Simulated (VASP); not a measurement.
# Ta2N (P-31m) in VASP: notebook, part 2 of 2

VASP 6.6.1. The steps go on from the part before.

## Step 4: Single point, LDA (c/a of the conventional cell at fixed volume 0.8779)

Input file INCAR:

```
SYSTEM = Ta2N
PREC = Accurate ; ENCUT = 520
EDIFF = 1E-6 ; ISMEAR = 0
SIGMA = 0.15 ; LREAL = .False.
LASPH = .True. ; NELM = 60
ALGO = Normal ; ISIF = 2
LWAVE = .False. ; LCHARG = .False.
GGA = CA ; NBANDS = 50
```

Input file KPOINTS:

```
Automatic mesh
0
Gamma
  9 9 8
  0 0 0
```

Input file POSCAR:

```
Ta2N
1.0
    5.3378662704      0.0000000000      0.0000000000
   -2.6689331352      4.6227277921      0.0000000000
    0.0000000000      0.0000000000      4.6861127988
Ta N
6 3
Direct
    0.6669289619      0.6669289619      0.7526041962
    0.0000000000      0.3330710381      0.7526041962
    0.3330710381      0.0000000000      0.7526041962
    0.3330710381      0.3330710381      0.2473958038
    0.0000000000      0.6669289619      0.2473958038
    0.6669289619      0.0000000000      0.2473958038
    0.6666666667      0.3333333333      0.5000000000
    0.3333333333      0.6666666667      0.5000000000
    0.0000000000      0.0000000000      0.0000000000
```

Potentials or basis: VASP PAW LDA potentials, release 64 (Ta_pv, N).

On the command line:

```
$ cat potpaw_LDA.64/Ta_pv/POTCAR potpaw_LDA.64/N/POTCAR > POTCAR
$ mpirun -np 1 vasp_std > vasp.out
```

OUTCAR:

```text
SYSTEM = Ta2N
   PREC = Accurate
   ENCUT = 520
   EDIFF = 1E-6
   ISMEAR = 0
   LREAL = .False.
   LASPH = .True.
   NELM = 60
   ISIF = 2
   GGA = CA

 ion  position               nearest neighbor table
   1  0.667  0.667  0.753-   9 2.12   7 2.14   8 2.14   6 2.92   5 2.92   4 2.92   6 2.96   5 2.96
                             4 2.96   2 3.08   3 3.08   3 3.08   2 3.08   2 3.08   3 3.08
   2  0.000  0.333  0.753-   9 2.12   7 2.14   8 2.14   6 2.92   4 2.92   5 2.92   6 2.96   4 2.96
                             5 2.96   1 3.08   3 3.08   3 3.08   1 3.08   1 3.08   3 3.08
   3  0.333  0.000  0.753-   9 2.12   8 2.14   7 2.14   5 2.92   4 2.92   6 2.92   4 2.96   5 2.96
                             6 2.96   2 3.08   1 3.08   2 3.08   1 3.08   1 3.08   2 3.08
   4  0.333  0.333  0.247-   9 2.12   8 2.14   7 2.14   3 2.92   2 2.92   1 2.92   3 2.96   2 2.96
                             1 2.96   5 3.08   6 3.08   6 3.08   5 3.08   5 3.08   6 3.08
   5  0.000  0.667  0.247-   9 2.12   8 2.14   7 2.14   3 2.92   1 2.92   2 2.92   3 2.96   1 2.96
                             2 2.96   4 3.08   6 3.08   6 3.08   4 3.08   4 3.08   6 3.08
   6  0.667  0.000  0.247-   9 2.12   7 2.14   8 2.14   2 2.92   1 2.92   3 2.92   1 2.96   2 2.96
                             3 2.96   5 3.08   4 3.08   5 3.08   4 3.08   4 3.08   5 3.08
   7  0.667  0.333  0.500-   6 2.14   2 2.14   5 2.14   3 2.14   1 2.14   4 2.14
   8  0.333  0.667  0.500-   3 2.14   5 2.14   2 2.14   6 2.14   4 2.14   1 2.14
   9  0.000  0.000  0.000-   1 2.12   2 2.12   4 2.12   5 2.12   3 2.12   6 2.12

  LATTYP: Found a hexagonal cell.
 ALAT       =     5.3378662704
 C/A-ratio  =     0.8779000000

  Lattice vectors:

 A1 = (   5.3378662704,   0.0000000000,   0.0000000000)
 A2 = (  -2.6689331352,   4.6227277921,   0.0000000000)
 A3 = (   0.0000000000,   0.0000000000,   4.6861127988)

Analysis of symmetry for initial positions (statically):
=====================================================================
 Subroutine PRICEL returns:
 Original cell was already a primitive cell.

 Routine SETGRP: Setting up the symmetry group for a
 hexagonal supercell.

 Subroutine GETGRP returns: Found 12 space group operations
 (whereof 12 operations were pure point group operations)
 out of a pool of 24 trial point group operations.
[... 154 lines left out ...]
   GGA     = CA    functional components
   LHFCALC =     F    Hartree Fock is set to
   AEXX    =    0.0000 exact exchange contribution
   IVDW    =     0    specifies the selected vdW correction
   LEPSILON=     F    determine dielectric tensor
   LRPA    =     F    only Hartree local field effects (RPA)
 non-spin polarized calculation
 Gauss-broadening in eV      SIGMA  =   0.15
  energy-cutoff  :      520.00
  volume of cell :      115.63
 maximum number of plane-waves:      3135
   NGX = 19   NGY = 19   NGZ = 17

 number of electron      81.0000000 magnetization

 Free energy of the ion-electron system (eV)
  ---------------------------------------------------
  ext. energy  EPLUGINS =         0.00000000
  ---------------------------------------------------
  free energy    TOTEN  =      -113.82411505 eV

  energy without entropy =     -113.79075217  energy(sigma->0) =     -113.80743361

 E-fermi :   7.7269     XC(G=0): -13.3463

 val. band max:        7.7027119427   @ k =   0.1111   0.0000   0.0000
 cond. band min:       7.7309336746   @ k =   0.0000   0.0000   0.1250
 fundamental gap:      0.0282217319
 Fermi energy:         7.7268721632

 k-point     1 :       0.0000    0.0000    0.0000
  band No.  band energies     occupation
      1     -27.9035      2.00000
      2     -27.4552      2.00000
      3     -27.2344      2.00000
      4     -27.2344      2.00000
      5     -27.2160      2.00000
      6     -27.2160      2.00000
[... 1261 lines left out ...]
     49      10.9932      0.00000
     50      11.1611      0.00000

 [... further k-points ...]
[... 5 lines left out ...]
  --------------------------------------------------------------------------------------
  -------------------------------------------------------------------------------------
  Total       -2.8282025     -2.8282025     10.6430406      0.0000000      0.0000000      0.0000000
  in kB      -39.1870286    -39.1870286    147.4679189      0.0000000      0.0000000      0.0000000
  external PRESSURE =      23.0312872 kB  Pullay stress =       0.0000000 kB

 VOLUME and BASIS-vectors are now :
 -----------------------------------------------------------------------------
  energy-cutoff  :      520.00
  volume of cell :      115.63
      direct lattice vectors                 reciprocal lattice vectors
     5.337866270  0.000000000  0.000000000     0.187340774  0.108161246  0.000000000
    -2.668933135  4.622727792  0.000000000     0.000000000  0.216322493  0.000000000
     0.000000000  0.000000000  4.686112799     0.000000000  0.000000000  0.213396485

 POSITION                                       TOTAL-FORCE (eV/Angst)
 -----------------------------------------------------------------------------------
      1.77999      3.08303      3.52679         0.022300      0.038624     -0.068616
     -0.88894      1.53970      3.52679         0.022300     -0.038624     -0.068616
      1.77789      0.00000      3.52679        -0.044599     -0.000000     -0.068616
      0.88894      1.53970      1.15932        -0.022300     -0.038624      0.068616
     -1.77999      3.08303      1.15932        -0.022300      0.038624      0.068616
      3.55998      0.00000      1.15932         0.044599      0.000000      0.068616
      2.66893      1.54091      2.34306        -0.000000      0.000000     -0.000000
     -0.00000      3.08182      2.34306        -0.000000     -0.000000     -0.000000
      0.00000      0.00000      0.00000         0.000000      0.000000     -0.000000
 -----------------------------------------------------------------------------------
    total drift:                                0.000000     -0.000000      0.000000

  FREE ENERGIE OF THE ION-ELECTRON SYSTEM (eV)
  ---------------------------------------------------
  free  energy   TOTEN  =      -113.8241150485 eV

  energy  without entropy=     -113.7907521725  energy(sigma->0) =     -113.80743361
```

OSZICAR:

```text
N       E                     dE             d eps       ncg     rms          rms(c)
DAV:   1     0.840209446140E+03    0.84021E+03   -0.44114E+04  8100   0.171E+03
DAV:   2    -0.619303524708E+02   -0.90214E+03   -0.87040E+03  8790   0.511E+02
DAV:   3    -0.122459732868E+03   -0.60529E+02   -0.58911E+02 10130   0.119E+02
DAV:   4    -0.123918784705E+03   -0.14591E+01   -0.14438E+01  9878   0.173E+01
DAV:   5    -0.123953596728E+03   -0.34812E-01   -0.34749E-01 10288   0.227E+00    0.521E+01
DAV:   6    -0.114655107030E+03    0.92985E+01   -0.53825E+01 10072   0.301E+01    0.247E+01
DAV:   7    -0.113965634337E+03    0.68947E+00   -0.37237E+00  9632   0.811E+00    0.114E+01
DAV:   8    -0.113844104687E+03    0.12153E+00   -0.59391E-01  9774   0.365E+00    0.104E+00
DAV:   9    -0.113825639406E+03    0.18465E-01   -0.12097E-01 10216   0.128E+00    0.464E-01
DAV:  10    -0.113824441986E+03    0.11974E-02   -0.14447E-02 10104   0.587E-01    0.148E-01
DAV:  11    -0.113824114791E+03    0.32720E-03   -0.22299E-03 10112   0.206E-01    0.415E-02
DAV:  12    -0.113824120024E+03   -0.52336E-05   -0.36774E-04  9880   0.779E-02    0.174E-02
DAV:  13    -0.113824114464E+03    0.55607E-05   -0.34796E-05  9944   0.273E-02    0.864E-03
DAV:  14    -0.113824115048E+03   -0.58475E-06   -0.88479E-06  8320   0.119E-02
   1 F= -.11382412E+03 E0= -.11380743E+03  d E =-.333629E-01
```

stdout:

```text
POSCAR found type information on POSCAR TaN
 POSCAR found :  2 types and       9 ions
 scaLAPACK will be used
 LDA part: xc-table for (Slater(with rela. corr.)+CA(PZ))
 , standard interpolation
 POSCAR, INCAR and KPOINTS ok, starting setup
 FFT: planning ... GRIDC
 FFT: planning ... GRID_SOFT
 FFT: planning ... GRID
 WAVECAR not read
 entering main loop
```

Run time: 7.5 min. Hardware: 1 thread of AMD EPYC 9R45 (Zen 5), shared host; peak memory 0.4 GiB.

What came out:

| Item | Value |
| --- | --- |
| Free energy | -113.8241 eV |
| Pressure | 2.3 GPa |
| Largest force | 0.082 eV/Å |

Forces on the atoms (eV/Å):
```
Ta   0.022  0.039 -0.069
Ta   0.022 -0.039 -0.069
Ta  -0.045  0.000 -0.069
Ta  -0.022 -0.039  0.069
Ta  -0.022  0.039  0.069
Ta   0.045  0.000  0.069
N    0.000  0.000  0.000
N    0.000  0.000  0.000
N    0.000  0.000  0.000
```

Caveat: spin-orbit coupling is left out, which moves the levels of the heavy elements.

## Step 5: Single point, LDA (c/a of the conventional cell at fixed volume 0.9713)

Input file INCAR:

```
PREC     = Accurate       # precision mode
ENCUT    = 520            # plane-wave cutoff, eV
EDIFF    = 1E-6           # SCF threshold, eV
ISMEAR   = 0              # smearing method
SIGMA    = 0.15           # smearing width, eV
LREAL    = F              # projectors in reciprocal space
LASPH    = T              # aspherical terms in the spheres
NELM     = 80             # most SCF steps
ALGO     = Normal         # electronic algorithm
ISIF     = 2              # what is computed and relaxed
LWAVE    = F              # write WAVECAR
LCHARG   = T              # write CHGCAR
GGA      = CA             # functional
LELF     = T              # ELF
LVHAR    = T            
NBANDS   = 50             # bands
```

Input file KPOINTS:

```
Automatic mesh
0
Gamma
  9 9 8
```

Input file POSCAR:

```
Ta2N
1.0
    5.1609728685      0.0000000000      0.0000000000
   -2.5804864342      4.4695336123      0.0000000000
    0.0000000000      0.0000000000      5.0128529472
Ta N
6 3
Direct
    0.6549760690      0.6549760690      0.7526041962
    0.0000000000      0.3450239310      0.7526041962
    0.3450239310      0.0000000000      0.7526041962
    0.3450239310      0.3450239310      0.2473958038
    0.0000000000      0.6549760690      0.2473958038
    0.6549760690      0.0000000000      0.2473958038
    0.6666666667      0.3333333333      0.5000000000
    0.3333333333      0.6666666667      0.5000000000
    0.0000000000      0.0000000000      0.0000000000
```

On the command line:

```
$ cat potpaw_LDA.64/Ta_pv/POTCAR potpaw_LDA.64/N/POTCAR > POTCAR
$ mpirun -np 1 vasp_std > vasp.out
```

Wall time 3.6 min (1 thread of Intel Xeon 6975P-C (Granite Rapids), shared host); peak memory 0.43 GiB.

The run converged. Its results:

| Item | Value |
| --- | --- |
| Free energy | -113.7289 eV |
| Pressure | 2.4 GPa |
| Largest force | 1.684 eV/Å |

Forces in eV/Å, atoms in the order of the input:
```
Ta   0.770  1.334  0.680
Ta   0.770 -1.334  0.680
Ta  -1.540  0.000  0.680
Ta  -0.770 -1.334 -0.680
Ta  -0.770  1.334 -0.680
Ta   1.540  0.000 -0.680
N    0.000  0.000  0.000
N    0.000  0.000  0.000
N    0.000  0.000  0.000
```

Stress tensor (GPa, compression positive):
```
 5.71  0.00  0.00
 0.00  5.71  0.00
 0.00  0.00 -4.18
```

Levels at points of the mesh, in eV from the Fermi level:
```csv
k point,band 39,band 40,band 41,band 42,band 43,band 44
"(0.00, 0.00, 0.00)",-0.59,-0.59,-0.58,-0.29,-0.29,0.94
"(0.00, 0.00, 0.50)",-1.25,-1.25,-1.08,0.55,0.74,0.74
```

Caveat: spin-orbit coupling is left out, which moves the levels of the heavy elements; forces of over 1 eV/Å act on the atoms, so gaps and moduli don't describe the material at rest.

## Step 6: Single point, LDA (c/a of the conventional cell at fixed volume 0.9713)

Input file INCAR:

```
SYSTEM = Ta2N
PREC     = Accurate       ! precision mode
ENCUT    = 520            ! plane-wave cutoff, eV
EDIFF    = 1E-6           ! SCF threshold, eV
ISMEAR   = 0              ! smearing method
SIGMA    = 0.15           ! smearing width, eV
LREAL    = .FALSE.        ! projectors in reciprocal space
LASPH    = .TRUE.         ! aspherical terms in the spheres
NELM     = 60             ! most SCF steps
ALGO     = Normal         ! electronic algorithm
ISIF     = 2              ! what is computed and relaxed
LWAVE    = .FALSE.        ! write WAVECAR
LCHARG   = .FALSE.        ! write CHGCAR
NBANDS   = 50             ! bands
```

Input file KPOINTS:

```
regular mesh
0
G
  9 9 8
  0 0 0
```

Input file POSCAR:

```
Ta2N
1.0
    5.1609728685      0.0000000000      0.0000000000
   -2.5804864342      4.4695336123      0.0000000000
    0.0000000000      0.0000000000      5.0128529472
Ta N
6 3
Direct
    0.6310702833      0.6310702833      0.7526041962
    0.0000000000      0.3689297167      0.7526041962
    0.3689297167      0.0000000000      0.7526041962
    0.3689297167      0.3689297167      0.2473958038
    0.0000000000      0.6310702833      0.2473958038
    0.6310702833      0.0000000000      0.2473958038
    0.6666666667      0.3333333333      0.5000000000
    0.3333333333      0.6666666667      0.5000000000
    0.0000000000      0.0000000000      0.0000000000
```

Potentials or basis: VASP PAW LDA potentials, release 64 (Ta_pv, N).

On the command line:

```
$ cat potpaw_LDA.64/Ta_pv/POTCAR potpaw_LDA.64/N/POTCAR > POTCAR
$ mpirun -np 1 vasp_std > vasp.out
```

Wall time 3.9 min (1 thread of Intel Xeon 6975P-C (Granite Rapids), shared host); peak memory 0.43 GiB.

The run converged. Its results:

* Free energy: -111.3631 eV
* Pressure: 11.0 GPa
* Largest force: 5.101 eV/Å

Forces in eV/Å, atoms in the order of the input:
```
Ta   2.423  4.196  1.596
Ta   2.423 -4.196  1.596
Ta  -4.845  0.000  1.596
Ta  -2.423 -4.196 -1.596
Ta  -2.423  4.196 -1.596
Ta   4.845  0.000 -1.596
N    0.000  0.000  0.000
N    0.000  0.000  0.000
N    0.000  0.000  0.000
```

Stress tensor (GPa, compression positive):
```
14.64  0.00  0.00
 0.00 14.64  0.00
 0.00  0.00  3.76
```

Levels at points of the mesh, in eV from the Fermi level:
| k point | band 38 | band 39 | band 40 | band 41 | band 42 | band 43 | band 44 | band 45 |
| --- | --- | --- | --- | --- | --- | --- | --- | --- |
| (0.00, 0.00, 0.00) | -1.08 | -0.50 | -0.50 | -0.40 | -0.40 | -0.14 | 1.25 | 1.25 |
| (0.00, 0.00, 0.50) | -1.50 | -0.74 | -0.74 | -0.65 | 0.43 | 0.43 | 0.75 | 2.19 |

Caveat: spin-orbit coupling is left out, which moves the levels of the heavy elements; forces of over 1 eV/Å act on the atoms, so gaps and moduli don't describe the material at rest.

## Step 7: Overview

```tsv
cell	gap on the mesh (eV)	pressure (GPa)	largest force (eV/Å)
a = 5.264, b = 5.264, c = 4.818 Å, angles 90.0, 90.0, 120.0°, 9 atoms	none	6.0	3.33
a = 5.195, b = 5.195, c = 4.948 Å, angles 90.0, 90.0, 120.0°, 9 atoms	none	18.4	6.55
a = 5.338, b = 5.338, c = 4.686 Å, angles 90.0, 90.0, 120.0°, 9 atoms	none	2.3	0.08
a = 5.161, b = 5.161, c = 5.013 Å, angles 90.0, 90.0, 120.0°, 9 atoms	none	11.0	5.10
```

Some of these runs hold the atoms at other places in the same cell, which the table doesn't show; runs alike in all that it shows share one row.

Alike in all rows: task single point; level LDA; potentials or basis VASP PAW LDA potentials, release 64 (Ta_pv, N); no spin polarisation; k mesh 9 × 9 × 8; cutoff (eV) 520; smearing gaussian 0.15 eV.

Caveats: spin-orbit coupling is left out, which moves the levels of the heavy elements; forces of over 1 eV/Å act on the atoms, so gaps and moduli don't describe the material at rest (some runs).

Absolute energies hang on the potentials; compare differences alone.
